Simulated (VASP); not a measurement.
# TiC (Fm-3m) in VASP: settings compared, part 2 of 2

VASP 6.6.1. The steps go on from the part before.

## (5) Single point, PBE

This run uses another cell than the first one, of 10.17 Å³/atom, 1.052 times its volume.

INCAR reads:

```
SYSTEM = TiC
PREC     = Accurate       ! precision mode
ENCUT    = 520            ! plane-wave cutoff, eV
EDIFF    = 1E-6           ! SCF threshold, eV
ISMEAR   = -1             ! smearing method
SIGMA    = 0.1            ! smearing width, eV
LREAL    = .FALSE.        ! projectors in reciprocal space
LASPH    = .TRUE.         ! aspherical terms in the spheres
NELM     = 100            ! most SCF steps
ALGO     = Normal         ! electronic algorithm
ISIF     = 2              ! what is computed and relaxed
LWAVE    = .FALSE.        ! write WAVECAR
LCHARG   = .FALSE.        ! write CHGCAR
GGA      = PE             ! functional
NBANDS   = 15             ! bands
```

KPOINTS reads:

```
Automatic mesh
0
G
  12 12 12
  0 0 0
```

POSCAR reads:

```
TiC
1.0
    0.0000000000      2.1664813346      2.1664813346
    2.1664813346      0.0000000000      2.1664813346
    2.1664813346      2.1664813346      0.0000000000
Ti C
1 1
Direct
    0.0000000000      0.0000000000      0.0000000000
    0.5000000000      0.5000000000      0.5000000000
```

Potentials or basis: VASP PAW PBE potentials, release 64 (Ti_sv, C).

Run with:

```console
> cat potpaw_PBE.64/Ti_sv/POTCAR potpaw_PBE.64/C/POTCAR > POTCAR
> mpirun -np 1 vasp_std > vasp.out
```

OUTCAR:

```text
SYSTEM = TiC
   PREC = Accurate
   ENCUT = 520
   EDIFF = 1E-6
   ISMEAR = -1
   LREAL = .FALSE.
   LASPH = .TRUE.
   NELM = 100
   ISIF = 2
   GGA = PE

 ion  position               nearest neighbor table
   1  0.000  0.000  0.000-   2 2.17   2 2.17   2 2.17   2 2.17   2 2.17   2 2.17
   2  0.500  0.500  0.500-   1 2.17   1 2.17   1 2.17   1 2.17   1 2.17   1 2.17

  LATTYP: Found a face centered cubic cell.
 ALAT       =     4.3329626692

  Lattice vectors:

 A1 = (   0.0000000000,   2.1664813346,   2.1664813346)
 A2 = (   2.1664813346,   0.0000000000,   2.1664813346)
 A3 = (   2.1664813346,   2.1664813346,   0.0000000000)

Analysis of symmetry for initial positions (statically):
=====================================================================
 Subroutine PRICEL returns:
 Original cell was already a primitive cell.

 Routine SETGRP: Setting up the symmetry group for a
 face centered cubic supercell.

 Subroutine GETGRP returns: Found 48 space group operations
 (whereof 48 operations were pure point group operations)
 out of a pool of 48 trial point group operations.

The static configuration has the point symmetry O_h .

[... 173 lines left out ...]
      6      10.0931      0.00209
      7      10.0931      0.00209
      8      10.0931      0.00209
      9      11.0758      0.00000
     10      11.0758      0.00000
     11      11.0758      0.00000
     12      11.1105      0.00000
     13      11.1105      0.00000
     14      19.8666      0.00000
[... 401 lines left out ...]
      2     -23.6601      2.00000
      3     -23.3538      2.00000
      4     -23.2826      2.00000
      5       0.2649      2.00000
      6       4.1901      2.00000
      7       6.4682      2.00000
      8       6.7494      2.00000
      9      12.1236      0.00000
     10      12.1929      0.00000
     11      13.2459      0.00000
     12      16.0101      0.00000
     13      16.9906      0.00000
     14      19.4509      0.00000
     15      23.6775      0.00000

 [... further k-points ...]

------------------------ aborting loop because EDIFF is reached ----------------------------------------

  FORCE on cell =-STRESS in cart. coord.  units (eV):
  Direction    XX          YY          ZZ          XY          YZ          ZX
  --------------------------------------------------------------------------------------
  -------------------------------------------------------------------------------------
  Total        0.0290463      0.0290463      0.0290463      0.0000000     -0.0000000     -0.0000000
  in kB        2.2882701      2.2882701      2.2882701      0.0000000     -0.0000000     -0.0000000
  external PRESSURE =       2.2882701 kB  Pullay stress =       0.0000000 kB

 VOLUME and BASIS-vectors are now :
 -----------------------------------------------------------------------------
  energy-cutoff  :      520.00
  volume of cell :       20.34
      direct lattice vectors                 reciprocal lattice vectors
     0.000000000  2.166481335  2.166481335    -0.230788972  0.230788972  0.230788972
     2.166481335  0.000000000  2.166481335     0.230788972 -0.230788972  0.230788972
     2.166481335  2.166481335  0.000000000     0.230788972  0.230788972 -0.230788972

 POSITION                                       TOTAL-FORCE (eV/Angst)
 -----------------------------------------------------------------------------------
      0.00000      0.00000      0.00000        -0.000000      0.000000      0.000000
      2.16648      2.16648      2.16648         0.000000     -0.000000     -0.000000
 -----------------------------------------------------------------------------------
    total drift:                                0.000000     -0.000000     -0.000000

  FREE ENERGIE OF THE ION-ELECTRON SYSTEM (eV)
  ---------------------------------------------------
  free  energy   TOTEN  =       -18.7143707072 eV

  energy  without entropy=      -18.7044554836  energy(sigma->0) =      -18.70941310
```

OSZICAR:

```text
N       E                     dE             d eps       ncg     rms          rms(c)
DAV:   1     0.115419402782E+03    0.11542E+03   -0.80120E+03  2168   0.128E+03
DAV:   2    -0.169516337943E+02   -0.13237E+03   -0.12409E+03  2342   0.332E+02
DAV:   3    -0.240725412072E+02   -0.71209E+01   -0.70116E+01  2808   0.763E+01
DAV:   4    -0.243196227827E+02   -0.24708E+00   -0.24693E+00  2708   0.132E+01
DAV:   5    -0.243252235033E+02   -0.56007E-02   -0.56003E-02  2791   0.173E+00    0.182E+01
DAV:   6    -0.193343265926E+02    0.49909E+01   -0.11842E+01  3062   0.563E+01    0.693E+00
DAV:   7    -0.187510834396E+02    0.58324E+00   -0.22184E+00  2546   0.208E+01    0.490E+00
DAV:   8    -0.187283499844E+02    0.22733E-01   -0.10766E-01  2414   0.336E+00    0.349E+00
DAV:   9    -0.187180913820E+02    0.10259E-01   -0.10201E-01  2920   0.449E+00    0.752E-01
DAV:  10    -0.187165532855E+02    0.15381E-02   -0.12161E-02  2780   0.142E+00    0.642E-01
DAV:  11    -0.187145676247E+02    0.19857E-02   -0.27272E-03  2524   0.726E-01    0.205E-01
DAV:  12    -0.187143823107E+02    0.18531E-03   -0.35743E-04  2888   0.273E-01    0.420E-02
DAV:  13    -0.187143704072E+02    0.11903E-04   -0.55435E-05  2475   0.764E-02    0.559E-03
DAV:  14    -0.187143707072E+02   -0.29993E-06   -0.17895E-06  2243   0.126E-02
   1 F= -.18714371E+02 E0= -.18709413E+02  d E =-.991522E-02
```

It took 15 s on 1 thread of Intel Xeon Platinum 8488C (Sapphire Rapids), shared host; peak memory 0.15 GiB.

Results:

* Free energy: -18.7144 eV
* Pressure: 0.2 GPa
* Band gap on the k mesh: zero (band 8 reaches 10.09 eV, above the bottom of band 9 at 9.00 eV)

## (6) Relaxation of cell and atoms, LDA

This run uses another cell than the first one, of 10.07 Å³/atom, 1.041 times its volume.

INCAR reads:

```
SYSTEM = TiC
  PREC = Accurate
  ENCUT = 600
  EDIFF = 1E-6
  ISMEAR = -1
  SIGMA = 0.1
  LREAL = .FALSE.
  LASPH = .TRUE.
  NELM = 100
  ALGO = Normal
  ISIF = 3
  LWAVE = .FALSE.
  LCHARG = .FALSE.
  IBRION = 2
  NSW = 100
  EDIFFG = -0.002
```

KPOINTS reads:

```
regular mesh
0
G
  12 12 12
  0 0 0
```

POSCAR reads:

```
TiC
1.0
    0.0000000000      2.1593000000      2.1593000000
    2.1593000000      0.0000000000      2.1593000000
    2.1593000000      2.1593000000      0.0000000000
Ti C
1 1
Direct
    0.0000000000      0.0000000000      0.0000000000
    0.5000000000      0.5000000000      0.5000000000
```

Potentials or basis: VASP PAW LDA potentials, release 64 (Ti_sv, C).

Run with:

```console
> cat potpaw_LDA.64/Ti_sv/POTCAR potpaw_LDA.64/C/POTCAR > POTCAR
> mpirun -np 1 vasp_std > vasp.out
```

Wall time 36 s (1 thread of Intel Xeon Platinum 8488C (Sapphire Rapids), shared host); peak memory 0.15 GiB.

Results (log left out):

```
Free energy                            : -20.5458 eV
Relaxed volume                         : 9.69 Å³/atom
Relaxed cell                           : a = 3.015 Å, b = 3.015 Å, c = 3.015 Å, α = 60.00°, β = 60.00°, γ = 60.00°
Space group after relaxing (to 0.05 Å) : Fm-3m (No. 225)
Energy gained by relaxing              : 12.1 meV/atom
Ionic steps                            : 4
Pressure after relaxing                : 0.0 GPa
Band gap on the k mesh                 : zero (band 8 reaches 10.45 eV, above the bottom of band 9 at 9.38 eV)
```

Step by step:
```
step  energy change (eV)  largest force (eV/Å)  pressure (GPa)  volume (Å³)
   1              0.0000                0.0000           -9.92        20.14
   2              0.0256                0.0000           16.55        18.37
   3             -0.0242                0.0000           -0.14        19.39
   4             -0.0242                0.0000            0.01        19.38
```

Final structure:
```
Ti C
1.0
     0.00000    2.13177    2.13177
     2.13177    0.00000    2.13177
     2.13177    2.13177    0.00000
Ti C
1 1
Direct
  0.00000 0.00000 0.00000
  0.50000 0.50000 0.50000
```

Levels at points of the mesh, in eV from the Fermi level:
```
           k point  band 4  band 5  band 6  band 7  band 8  band 9  band 10  band 11  band 12
(0.00, 0.00, 0.00)  -32.12  -12.42    0.65    0.65    0.65    1.75     1.75     1.75     1.82
(0.50, 0.00, 0.00)  -32.18   -8.65   -6.04   -3.05   -3.05    3.06     3.06     4.34     8.55
(0.50, 0.50, 0.00)  -32.33  -10.11   -3.40   -1.82    0.04    0.04     2.90     3.71     3.71
```

LDA usually gives volumes a few per cent too small. Zero-point motion and thermal expansion aren't in these numbers.

## (7) Relaxation of cell and atoms, PBE

This run uses another cell than the first one, of 10.07 Å³/atom, 1.041 times its volume.

INCAR reads:

```
SYSTEM = TiC
ALGO     = Normal         ! electronic algorithm
EDIFF    = 1E-6           ! SCF threshold, eV
EDIFFG   = -0.002         ! ionic threshold
ENCUT    = 600            ! plane-wave cutoff, eV
GGA      = PE             ! functional
IBRION   = 2              ! ionic algorithm
ISIF     = 3              ! what is computed and relaxed
ISMEAR   = -1             ! smearing method
LASPH    = .TRUE.         ! aspherical terms in the spheres
LCHARG   = .FALSE.        ! write CHGCAR
LREAL    = .FALSE.        ! projectors in reciprocal space
LWAVE    = .FALSE.        ! write WAVECAR
NELM     = 60             ! most SCF steps
NSW      = 100            ! ionic steps
PREC     = Accurate       ! precision mode
SIGMA    = 0.1            ! smearing width, eV
```

KPOINTS reads:

```
k-points
0
G
  12 12 12
  0 0 0
```

POSCAR is that of step 6.

Potentials or basis: VASP PAW PBE potentials, release 64 (Ti_sv, C).

Run with:

```console
> cat potpaw_PBE.64/Ti_sv/POTCAR potpaw_PBE.64/C/POTCAR > POTCAR
> mpirun -np 1 vasp_std > vasp.out
```

OUTCAR:

```text
SYSTEM = TiC
   EDIFF = 1E-6
   EDIFFG = -0.002
   ENCUT = 600
   GGA = PE
   IBRION = 2
   ISIF = 3
   ISMEAR = -1
   LASPH = .TRUE.
   LREAL = .FALSE.
   NELM = 60
   NSW = 100
   PREC = Accurate

 ion  position               nearest neighbor table
   1  0.000  0.000  0.000-   2 2.16   2 2.16   2 2.16   2 2.16   2 2.16   2 2.16
   2  0.500  0.500  0.500-   1 2.16   1 2.16   1 2.16   1 2.16   1 2.16   1 2.16

  LATTYP: Found a face centered cubic cell.
 ALAT       =     4.3186000000

  Lattice vectors:

 A1 = (   0.0000000000,   2.1593000000,   2.1593000000)
 A2 = (   2.1593000000,   0.0000000000,   2.1593000000)
 A3 = (   2.1593000000,   2.1593000000,   0.0000000000)

Analysis of symmetry for initial positions (statically):
=====================================================================
 Subroutine PRICEL returns:
 Original cell was already a primitive cell.

 Routine SETGRP: Setting up the symmetry group for a
 face centered cubic supercell.

 Subroutine GETGRP returns: Found 48 space group operations
 (whereof 48 operations were pure point group operations)
 out of a pool of 48 trial point group operations.

The static configuration has the point symmetry O_h .

Analysis of symmetry for dynamics (positions and initial velocities):
=====================================================================
 Subroutine PRICEL returns:
 Original cell was already a primitive cell.

 Routine SETGRP: Setting up the symmetry group for a
 face centered cubic supercell.

 Subroutine GETGRP returns: Found 48 space group operations
 (whereof 48 operations were pure point group operations)
 out of a pool of 48 trial point group operations.

The dynamic configuration has the point symmetry O_h .

 Subroutine INISYM returns: Found 48 space group operations
 (whereof 48 operations are pure point group operations),
 and found     1 'primitive' translations

----------------------------------------------------------------------------------------

                                     Primitive cell
[... 134 lines left out ...]
  ---------------------------------------------------
  ext. energy  EPLUGINS =         0.00000000
  ---------------------------------------------------
  free energy    TOTEN  =       -18.71293541 eV

  energy without entropy =      -18.70309311  energy(sigma->0) =      -18.70801426

------------------------ aborting loop because EDIFF is reached ----------------------------------------

  FORCE on cell =-STRESS in cart. coord.  units (eV):
  Direction    XX          YY          ZZ          XY          YZ          ZX
  --------------------------------------------------------------------------------------
  -------------------------------------------------------------------------------------
  Total        0.3341849      0.3341849      0.3341849     -0.0000000      0.0000000      0.0000000
  in kB       26.5906171     26.5906171     26.5906171     -0.0000000      0.0000000      0.0000000
  external PRESSURE =      26.5906171 kB  Pullay stress =       0.0000000 kB
[... 95 lines left out ...]
--------------------------------------- Ionic step        4  -------------------------------------------

 number of electron      16.0000000 magnetization

 Free energy of the ion-electron system (eV)
  ---------------------------------------------------
  ext. energy  EPLUGINS =         0.00000000
  ---------------------------------------------------
  free energy    TOTEN  =       -18.71469867 eV

  energy without entropy =      -18.70478129  energy(sigma->0) =      -18.70973998

 E-fermi :   9.4021     XC(G=0): -12.6903

 val. band max:        9.4015359900   @ k =   0.1667   0.1667   0.0000
 cond. band min:       9.5018469462   @ k =   0.4167   0.3333   0.0000
 fundamental gap:      0.1003109562
 Fermi energy:         9.4020532092

 k-point     1 :       0.0000    0.0000    0.0000
  band No.  band energies     occupation
      1     -47.1981      2.00000
      2     -23.2237      2.00000
      3     -23.2237      2.00000
      4     -23.2236      2.00000
      5      -2.9941      2.00000
      6      10.0880      0.00210
      7      10.0880      0.00210
      8      10.0880      0.00210
      9      11.0703      0.00000
     10      11.0703      0.00000
     11      11.0703      0.00000
     12      11.1046      0.00000
[... 331 lines left out ...]
 k-point    24 :      -0.4167    0.1667    0.0000
  band No.  band energies     occupation
      1     -47.1186      2.00000
      2     -23.6663      2.00000
      3     -23.3605      2.00000
      4     -23.2895      2.00000
      5       0.2601      2.00000
      6       4.1873      2.00000
      7       6.4643      2.00000
      8       6.7455      2.00000
      9      12.1170      0.00000
     10      12.1862      0.00000
     11      13.2390      0.00000
     12      16.0013      0.00000

 [... further k-points ...]

------------------------ aborting loop because EDIFF is reached ----------------------------------------

  FORCE on cell =-STRESS in cart. coord.  units (eV):
  Direction    XX          YY          ZZ          XY          YZ          ZX
  --------------------------------------------------------------------------------------
  -------------------------------------------------------------------------------------
  Total        0.0023093      0.0023093      0.0023093      0.0000000      0.0000000     -0.0000000
  in kB        0.1818557      0.1818557      0.1818557      0.0000000      0.0000000     -0.0000000
  external PRESSURE =       0.1818557 kB  Pullay stress =       0.0000000 kB
[... 17 lines left out ...]
  FREE ENERGIE OF THE ION-ELECTRON SYSTEM (eV)
  ---------------------------------------------------
  free  energy   TOTEN  =       -18.7146986668 eV

  energy  without entropy=      -18.7047812883  energy(sigma->0) =      -18.70973998

 reached required accuracy - stopping structural energy minimisation
```

CONTCAR:

```text
TiC
   1.00000000000000
    -0.0000000000000000    2.1667638601153132    2.1667638601153132
     2.1667638601153132    0.0000000000000000    2.1667638601153132
     2.1667638601153132    2.1667638601153132    0.0000000000000000
  Ti              C
     1     1
Direct
     0.0000000000000000    0.0000000000000000    0.0000000000000000
     0.5000000000000000    0.5000000000000000    0.5000000000000000

  0.00000000E+00  0.00000000E+00  0.00000000E+00
  0.00000000E+00  0.00000000E+00  0.00000000E+00
```

It took 31 s on 1 thread of Intel Xeon Platinum 8488C (Sapphire Rapids), shared host; peak memory 0.16 GiB.

What came out:

* Free energy: -18.7147 eV
* Relaxed volume: 10.17 Å³/atom
* Relaxed cell: a = 3.064 Å, b = 3.064 Å, c = 3.064 Å, α = 60.00°, β = 60.00°, γ = 60.00°
* Space group after relaxing (to 0.05 Å): Fm-3m (No. 225)
* Energy gained by relaxing: 0.9 meV/atom
* Ionic steps: 4
* Pressure after relaxing: 0.0 GPa
* Band gap on the k mesh: zero (band 8 reaches 10.09 eV, above the bottom of band 9 at 8.99 eV)

The path:
```tsv
step	energy change (eV)	largest force (eV/Å)	pressure (GPa)	volume (Å³)
1	0.0000	0.0000	2.66	20.14
2	0.0011	0.0000	-3.27	20.63
3	-0.0018	0.0000	-0.03	20.35
4	-0.0018	0.0000	0.02	20.35
```

Final structure:
```xyz
2
Lattice="0.0000 2.1668 2.1668 2.1668 0.0000 2.1668 2.1668 2.1668 0.0000" Properties=species:S:1:pos:R:3 pbc="T T T"
Ti    0.0000    0.0000    0.0000
C     2.1668    2.1668    2.1668
```

Levels at points of the mesh, in eV from the Fermi level:
```tsv
k point	band 5	band 6	band 7	band 8	band 9	band 10	band 11	band 12
(0.00, 0.00, 0.00)	-12.40	0.69	0.69	0.69	1.67	1.67	1.67	1.70
(0.50, 0.00, 0.00)	-8.93	-5.84	-2.90	-2.90	2.90	2.90	4.08	8.13
(0.50, 0.50, 0.00)	-10.12	-3.44	-1.62	-0.04	-0.04	2.69	3.50	3.50
```

PBE usually gives volumes a little too large and moduli too small. Zero-point motion and thermal expansion aren't in these numbers.

## (8) Overview

| task | level | potentials or basis | cell | cutoff (eV) | gap on the mesh (eV) | pressure (GPa) | relaxed volume (Å³/atom) |
| --- | --- | --- | --- | --- | --- | --- | --- |
| single point | LDA | VASP PAW LDA potentials, release 64 (Ti_sv, C) | a = 3.013 Å, angles 60.0°, 2 atoms | 520 | none | 0.7 | - |
| single point | PBE | VASP PAW PBE potentials, release 64 (Ti_sv, C) | a = 3.064 Å, angles 60.0°, 2 atoms | 520 | none | 0.2 | - |
| relaxation of cell and atoms | LDA | VASP PAW LDA potentials, release 64 (Ti_sv, C) | relaxed from a = 3.054 Å, angles 60.0°, 2 atoms | 600 | none | 0.0 | 9.69 |
| relaxation of cell and atoms | PBE | VASP PAW PBE potentials, release 64 (Ti_sv, C) | relaxed from a = 3.054 Å, angles 60.0°, 2 atoms | 600 | none | 0.0 | 10.17 |

Alike in all rows: no spin polarisation; k mesh 12 × 12 × 12; smearing fermi-dirac 0.1 eV.

Absolute energies hang on the potentials; compare differences alone.
